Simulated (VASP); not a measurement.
# MgO (Pm-3n) in VASP: vibrations by perturbation theory with PBE

Aim: the vibrations by perturbation theory of MgO with PBE.

Everything below comes from runs of VASP 6.6.1. Logs are shortened: lines on timing, memory, paths and dates and some standing lists are left out, and cuts for length are marked.

### Step 1. The cell of the first run

Symmetry: Pm-3n, No. 223, cubic system. Conventional cell: a = 5.634 Å, b = 5.634 Å, c = 5.634 Å, α = 90.00°, β = 90.00°, γ = 90.00°. Mg (site symmetry -4m2) has 4 O at 1.99 Å within 2.6 Å. Within 2.6 Å of O (site symmetry -4m2) lie 4 Mg at 1.99 Å.

### Step 2. Vibrations by perturbation theory, PBE

INCAR

```
ALGO = Normal
EDIFF = 1E-8
ENCUT = 600
GGA = PE
GGA_COMPAT = F
IBRION = 8
ISIF = 2
ISMEAR = 0
KPAR = 4
LASPH = T
LCHARG = T
LREAL = F
LWAVE = F
NBANDS = 36
NELM = 120
NSW = 1
PREC = Accurate
SIGMA = 0.05
```

KPOINTS

```
k-points
0
Gamma
  4 4 4
```

POSCAR

```
MgO
1.0
    5.6335409551      0.0000000000      0.0000000000
    0.0000000000      5.6335409551      0.0000000000
    0.0000000000      0.0000000000      5.6335409551
Mg O
6 6
Direct
    0.2500000000      0.0000000000      0.5000000000
    0.0000000000      0.5000000000      0.2500000000
    0.5000000000      0.7500000000      0.0000000000
    0.7500000000      0.0000000000      0.5000000000
    0.0000000000      0.5000000000      0.7500000000
    0.5000000000      0.2500000000      0.0000000000
    0.2500000000      0.5000000000      0.0000000000
    0.5000000000      0.0000000000      0.2500000000
    0.0000000000      0.7500000000      0.5000000000
    0.7500000000      0.5000000000      0.0000000000
    0.5000000000      0.0000000000      0.7500000000
    0.0000000000      0.2500000000      0.5000000000
```

Potentials or basis: VASP PAW PBE potentials, release 64 (Mg, O).

Started as:

```sh
> cat potpaw_PBE.64/Mg/POTCAR potpaw_PBE.64/O/POTCAR > POTCAR
> mpirun -np 4 vasp_std > vasp.out
```

OUTCAR:

```text
EDIFF = 1E-8
   ENCUT = 600
   GGA = PE
   IBRION = 8
   ISIF = 2
   ISMEAR = 0
   LASPH = T
   LREAL = F
   NELM = 120
   NSW = 1
   PREC = Accurate

 ion  position               nearest neighbor table
   1  0.250  0.000  0.500-   8 1.99   9 1.99  11 1.99  12 1.99   4 2.82   4 2.82   5 3.45   2 3.45
                             5 3.45   2 3.45   6 3.45   3 3.45   6 3.45   3 3.45
   2  0.000  0.500  0.250-   7 1.99   9 1.99  10 1.99  12 1.99   5 2.82   5 2.82   4 3.45   1 3.45
                             6 3.45   3 3.45   1 3.45   4 3.45   3 3.45   6 3.45
   3  0.500  0.750  0.000-   7 1.99   8 1.99  10 1.99  11 1.99   6 2.82   6 2.82   2 3.45   5 3.45
                             2 3.45   5 3.45   4 3.45   1 3.45   4 3.45   1 3.45
   4  0.750  0.000  0.500-   8 1.99   9 1.99  11 1.99  12 1.99   1 2.82   1 2.82   5 3.45   2 3.45
                             5 3.45   2 3.45   6 3.45   3 3.45   6 3.45   3 3.45
   5  0.000  0.500  0.750-   7 1.99   9 1.99  10 1.99  12 1.99   2 2.82   2 2.82   3 3.45   4 3.45
                             6 3.45   1 3.45   1 3.45   4 3.45   3 3.45   6 3.45
   6  0.500  0.250  0.000-   7 1.99   8 1.99  10 1.99  11 1.99   3 2.82   3 2.82   5 3.45   2 3.45
                             2 3.45   5 3.45   4 3.45   4 3.45   1 3.45   1 3.45
[... 688 lines left out ...]
  4X     6.164400   -0.000000    0.000000    0.074564   -0.000000   -0.780109    0.074564    0.780109    0.000000  -17.991802   -0.000000    0.000000    0.074564   -0.000000    0.780109    0.074564   -0.780109    0.000000   -0.498149   -0.000000    0.000000    2.872066   -0.000000    2.203374    2.872066   -2.203374    0.000000    0.539031   -0.000000    0.000000    2.872066   -0.000000   -2.203374    2.872066    2.203374    0.000000
  4Y     0.000000   -1.630295    0.000000    0.000000    1.593225    0.000000    0.348995    0.074498    0.000000   -0.000000   -9.697910    0.000000    0.000000    1.593225   -0.000000   -0.348995    0.074498    0.000000    0.000000   -0.264421    0.000000    0.000000    1.481855    0.000000   -1.994474    3.010854    0.000000    0.000000   -0.728236    0.000000    0.000000    1.481855    0.000000    1.994474    3.010854    0.000000
  4Z    -0.000000    0.000000   -1.630295   -0.348995    0.000000    0.074498    0.000000    0.000000    1.593225    0.000000    0.000000   -9.697910    0.348995    0.000000    0.074498    0.000000   -0.000000    1.593225    0.000000    0.000000   -0.264421    1.994474    0.000000    3.010854   -0.000000    0.000000    1.481855   -0.000000    0.000000   -0.728236   -1.994474    0.000000    3.010854   -0.000000    0.000000    1.481855
  5X     0.074498    0.000000   -0.348995   -1.630295    0.000000   -0.000000    1.593225   -0.000000    0.000000    0.074498    0.000000    0.348995   -9.697910    0.000000   -0.000000    1.593225    0.000000    0.000000    3.010854    0.000000    1.994474   -0.264421    0.000000    0.000000    1.481855    0.000000    0.000000    3.010854    0.000000   -1.994474   -0.728236    0.000000    0.000000    1.481855    0.000000    0.000000
  5Y    -0.000000    1.593225    0.000000    0.000000   -1.630295   -0.000000    0.000000    0.074498    0.348995    0.000000    1.593225    0.000000    0.000000   -9.697910   -0.000000    0.000000    0.074498   -0.348995    0.000000    1.481855   -0.000000    0.000000   -0.264421    0.000000    0.000000    3.010854   -1.994474    0.000000    1.481855   -0.000000    0.000000   -0.728236   -0.000000    0.000000    3.010854    1.994474
  5Z    -0.780109    0.000000    0.074564    0.000000    0.000000    6.164400    0.000000    0.780109    0.074564    0.780109    0.000000    0.074564    0.000000    0.000000  -17.991802    0.000000   -0.780109    0.074564    2.203374    0.000000    2.872066    0.000000    0.000000   -0.498149    0.000000   -2.203374    2.872066   -2.203374    0.000000    2.872066    0.000000    0.000000    0.539031    0.000000    2.203374    2.872066
  6X     0.074498    0.348995    0.000000    1.593225   -0.000000    0.000000   -1.630295   -0.000000    0.000000    0.074498   -0.348995    0.000000    1.593225   -0.000000   -0.000000   -9.697910    0.000000    0.000000    3.010854   -1.994474    0.000000    1.481855   -0.000000    0.000000   -0.264421    0.000000    0.000000    3.010854    1.994474    0.000000    1.481855   -0.000000    0.000000   -0.728236   -0.000000    0.000000
  6Y     0.780109    0.074564    0.000000    0.000000    0.074564    0.780109    0.000000    6.164400    0.000000   -0.780109    0.074564    0.000000    0.000000    0.074564   -0.780109    0.000000  -17.991802    0.000000   -2.203374    2.872066    0.000000    0.000000    2.872066   -2.203374    0.000000   -0.498149    0.000000    2.203374    2.872066    0.000000    0.000000    2.872066    2.203374    0.000000    0.539031    0.000000
[... 5 lines left out ...]
  8Y     0.000000    1.485980    0.000000    0.000000   -0.724821    0.000000    0.000000    2.875052    1.995387   -0.000000    1.485980    0.000000    0.000000   -0.262935    0.000000    0.000000    2.875052   -1.995387    0.000000    1.161245   -0.000000    0.000000   -9.060096    0.000000    0.000000    0.084089   -0.412196   -0.000000    1.161245   -0.000000    0.000000   -1.164879    0.000000    0.000000    0.084089    0.412196
  8Z    -2.202549    0.000000    3.014211    0.000000   -0.000000    0.541449    0.000000    2.202549    3.014211    2.202549   -0.000000    3.014211    0.000000   -0.000000   -0.492942    0.000000   -2.202549    3.014211    0.200357   -0.000000    0.084219    0.000000   -0.000000  -18.066242    0.000000   -0.200357    0.084219   -0.200357   -0.000000    0.084219    0.000000   -0.000000    5.624013    0.000000    0.200357    0.084219
  9X     2.875052    1.995387    0.000000    1.485980    0.000000   -0.000000   -0.724821    0.000000    0.000000    2.875052   -1.995387    0.000000    1.485980    0.000000    0.000000   -0.262935    0.000000    0.000000    0.084089   -0.412196    0.000000    1.161245    0.000000   -0.000000   -9.060096   -0.000000    0.000000    0.084089    0.412196    0.000000    1.161245    0.000000    0.000000   -1.164879    0.000000    0.000000
  9Y     2.202549    3.014211    0.000000    0.000000    3.014211    2.202549    0.000000    0.541449    0.000000   -2.202549    3.014211    0.000000    0.000000    3.014211   -2.202549    0.000000   -0.492942    0.000000   -0.200357    0.084219    0.000000    0.000000    0.084219   -0.200357    0.000000  -18.066242    0.000000    0.200357    0.084219    0.000000    0.000000    0.084219    0.200357    0.000000    5.624013    0.000000
  9Z     0.000000    0.000000    1.485980    0.000000    1.995387    2.875052    0.000000   -0.000000   -0.724821   -0.000000    0.000000    1.485980    0.000000   -1.995387    2.875052    0.000000   -0.000000   -0.262935    0.000000   -0.000000    1.161245    0.000000   -0.412196    0.084089    0.000000    0.000000   -9.060096   -0.000000   -0.000000    1.161245    0.000000    0.412196    0.084089    0.000000   -0.000000   -1.164879
 10X    -0.492942   -0.000000   -0.000000    3.014211   -0.000000    2.202549    3.014211   -2.202549   -0.000000    0.541449   -0.000000   -0.000000    3.014211   -0.000000   -2.202549    3.014211    2.202549    0.000000    5.624013   -0.000000   -0.000000    0.084219   -0.000000   -0.200357    0.084219    0.200357   -0.000000  -18.066242   -0.000000   -0.000000    0.084219   -0.000000    0.200357    0.084219   -0.200357   -0.000000
 10Y    -0.000000   -0.262935    0.000000    0.000000    1.485980    0.000000   -1.995387    2.875052    0.000000   -0.000000   -0.724821    0.000000    0.000000    1.485980   -0.000000    1.995387    2.875052    0.000000   -0.000000   -1.164879    0.000000   -0.000000    1.161245    0.000000    0.412196    0.084089    0.000000    0.000000   -9.060096    0.000000   -0.000000    1.161245   -0.000000   -0.412196    0.084089    0.000000
 10Z     0.000000    0.000000   -0.262935    1.995387    0.000000    2.875052    0.000000    0.000000    1.485980    0.000000    0.000000   -0.724821   -1.995387    0.000000    2.875052    0.000000   -0.000000    1.485980    0.000000    0.000000   -1.164879   -0.412196    0.000000    0.084089    0.000000    0.000000    1.161245    0.000000    0.000000   -9.060096    0.412196    0.000000    0.084089    0.000000   -0.000000    1.161245
 11X     2.875052    0.000000    1.995387   -0.262935    0.000000   -0.000000    1.485980   -0.000000    0.000000    2.875052    0.000000   -1.995387   -0.724821    0.000000   -0.000000    1.485980    0.000000    0.000000    0.084089    0.000000   -0.412196   -1.164879    0.000000   -0.000000    1.161245   -0.000000   -0.000000    0.084089    0.000000    0.412196   -9.060096    0.000000    0.000000    1.161245    0.000000   -0.000000
 11Y    -0.000000    1.485980    0.000000    0.000000   -0.262935    0.000000    0.000000    2.875052   -1.995387    0.000000    1.485980    0.000000    0.000000   -0.724821    0.000000    0.000000    2.875052    1.995387   -0.000000    1.161245   -0.000000    0.000000   -1.164879    0.000000    0.000000    0.084089    0.412196    0.000000    1.161245   -0.000000    0.000000   -9.060096    0.000000    0.000000    0.084089   -0.412196
 11Z     2.202549   -0.000000    3.014211    0.000000   -0.000000   -0.492942    0.000000   -2.202549    3.014211   -2.202549    0.000000    3.014211    0.000000   -0.000000    0.541449    0.000000    2.202549    3.014211   -0.200357   -0.000000    0.084219    0.000000   -0.000000    5.624013    0.000000    0.200357    0.084219    0.200357   -0.000000    0.084219    0.000000   -0.000000  -18.066242    0.000000   -0.200357    0.084219
 12X     2.875052   -1.995387    0.000000    1.485980    0.000000    0.000000   -0.262935    0.000000    0.000000    2.875052    1.995387    0.000000    1.485980    0.000000   -0.000000   -0.724821    0.000000    0.000000    0.084089    0.412196    0.000000    1.161245    0.000000    0.000000   -1.164879    0.000000    0.000000    0.084089   -0.412196    0.000000    1.161245    0.000000   -0.000000   -9.060096   -0.000000    0.000000
 12Y    -2.202549    3.014211    0.000000    0.000000    3.014211   -2.202549    0.000000   -0.492942    0.000000    2.202549    3.014211    0.000000    0.000000    3.014211    2.202549    0.000000    0.541449    0.000000    0.200357    0.084219    0.000000    0.000000    0.084219    0.200357    0.000000    5.624013    0.000000   -0.200357    0.084219    0.000000    0.000000    0.084219   -0.200357    0.000000  -18.066242    0.000000
 12Z    -0.000000    0.000000    1.485980    0.000000   -1.995387    2.875052    0.000000   -0.000000   -0.262935    0.000000    0.000000    1.485980    0.000000    1.995387    2.875052    0.000000   -0.000000   -0.724821   -0.000000   -0.000000    1.161245    0.000000    0.412196    0.084089    0.000000   -0.000000   -1.164879    0.000000   -0.000000    1.161245    0.000000   -0.412196    0.084089    0.000000    0.000000   -9.060096

 Eigenvectors and eigenvalues of the dynamical matrix
   1 f  =   20.003156 THz   125.683537 2PiTHz  667.233470 cm-1    82.726370 meV
   2 f  =   20.003156 THz   125.683537 2PiTHz  667.233470 cm-1    82.726370 meV
   3 f  =   19.978314 THz   125.527451 2PiTHz  666.404832 cm-1    82.623632 meV
   4 f  =   16.001387 THz   100.539681 2PiTHz  533.748823 cm-1    66.176390 meV
   5 f  =   16.001387 THz   100.539681 2PiTHz  533.748823 cm-1    66.176390 meV
   6 f  =   16.001387 THz   100.539681 2PiTHz  533.748823 cm-1    66.176390 meV
[... 25 lines left out ...]
  32 f  =    5.772955 THz    36.272546 2PiTHz  192.565051 cm-1    23.875013 meV
  33 f  =    5.772955 THz    36.272546 2PiTHz  192.565051 cm-1    23.875013 meV
  34 f/i=    0.008771 THz     0.055108 2PiTHz    0.292560 cm-1     0.036273 meV
  35 f/i=    0.008771 THz     0.055108 2PiTHz    0.292560 cm-1     0.036273 meV
  36 f/i=    0.008771 THz     0.055108 2PiTHz    0.292560 cm-1     0.036273 meV

 ELASTIC MODULI CONTR FROM IONIC RELAXATION (kBar)
 Direction    XX          YY          ZZ          XY          YZ          ZX
 --------------------------------------------------------------------------------
 XX        -126.5680     63.2840     63.2840      0.0000     -0.0000      0.0000
 YY          63.2840   -126.5680     63.2840     -0.0000     -0.0000     -0.0000
 ZZ          63.2840     63.2840   -126.5680     -0.0000      0.0000      0.0000
 XY           0.0000     -0.0000     -0.0000   -379.0200     -0.0000      0.0000
 YZ           0.0000     -0.0000      0.0000     -0.0000   -379.0200     -0.0000
 ZX          -0.0000     -0.0000      0.0000      0.0000     -0.0000   -379.0200
 --------------------------------------------------------------------------------
```

It took 11 min on 4 MPI ranks of Intel Xeon Platinum 8488C (Sapphire Rapids), shared host; peak memory 0.75 GiB.

Results:

```
Highest phonon frequency at Γ, LO-TO splitting left out : 667 cm⁻¹
```

Phonon frequencies in cm⁻¹ (negative: imaginary):
```csv
q point,frequencies
"(0.000, 0.000, 0.000)",0 0 0 193 193 193 198 198 198 262 262 262 357 357 357 407 407 407 422 422 422 425 495 495 495 498 498 498 502 502 534 534 534 666 667 667
```
